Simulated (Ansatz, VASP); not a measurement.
# B in VASP and in Ansatz

File INCAR:

```
  PREC = Accurate
  ENCUT = 520
  EDIFF = 1E-7
  ISMEAR = 0
  SIGMA = 0.1
  LREAL = False
  LASPH = True
  NELM = 100
  ALGO = Normal
  ISIF = 2
  LWAVE = False
  LCHARG = True
  GGA = PE
  LELF = True
  LVHAR = True
  NBANDS = 22
```

File KPOINTS:

```
Automatic mesh
0
Gamma
  6 6 6
```

Contents of POSCAR:

```
B
1.0
   -2.5214141300      2.5214141300      2.2658360000
    2.5214141300     -2.5214141300      2.2658360000
    2.5214141300      2.5214141300     -2.2658360000
B
8
Direct
    0.7554327700      0.1131968600      0.2321106300
    0.8810862300      0.5233221400      0.7678893700
    0.1131968600      0.7554327700      0.2321106300
    0.4766778600      0.2445672300      0.3577641000
    0.8868031400      0.1189137700      0.6422359000
    0.5233221400      0.8810862300      0.7678893700
    0.2445672300      0.4766778600      0.3577641000
    0.1189137700      0.8868031400      0.6422359000
```

Input for Ansatz:

```yaml
crystal:
  lattice:
    - [-2.52141413, 2.52141413, 2.265836]
    - [2.52141413, -2.52141413, 2.265836]
    - [2.52141413, 2.52141413, -2.265836]
  atoms:
    - { symbol: B, position: [0.75543277, 0.11319686, 0.23211063] }
    - { symbol: B, position: [0.88108623, 0.52332214, 0.76788937] }
    - { symbol: B, position: [0.11319686, 0.75543277, 0.23211063] }
    - { symbol: B, position: [0.47667786, 0.24456723, 0.3577641] }
    - { symbol: B, position: [0.88680314, 0.11891377, 0.6422359] }
    - { symbol: B, position: [0.52332214, 0.88108623, 0.76788937] }
    - { symbol: B, position: [0.24456723, 0.47667786, 0.3577641] }
    - { symbol: B, position: [0.11891377, 0.88680314, 0.6422359] }
basis:
  ecutwfc: 420
kpoints:
  mp_grid: { grid: [6, 6, 6] }
hamiltonian:
  xc: pbe
scf:
  occupations: { method: gaussian, width: 0.1 }
  lower_state_search: "off"
output:
  forces: true
  stress: true
  eigenvalues: true
```

Alike in both runs: task single point; functional PBE; k mesh 6 × 6 × 6; occupations gaussian, width 0.1 eV; no spin polarisation.

|  | VASP | Ansatz |
| --- | --- | --- |
| version | VASP 6.6.1 | Ansatz 0.2.0 |
| potentials or method | VASP PAW PBE potentials, release 64 (B), cutoff 520 eV | scalar-relativistic, plane waves, PAW |
| valence electrons in the cell | 24 | 24 |

VASP gave:

| Item | Value |
| --- | --- |
| gap on the k mesh at the Fermi level (eV) | none |
| rms of the force components (eV/Å) | 1.022 |

**Question.** What did Ansatz give for the same quantities?

**Answer.** gap on the k mesh at the Fermi level (eV): none; rms of the force components (eV/Å): 1.014.

Atom by atom the forces differ by 0.008 eV/Å (rms over components). A gap of «none» marks a metal or a gap that the smearing closes. The functional is the same, so the differences come from potentials, cutoffs and numerics.
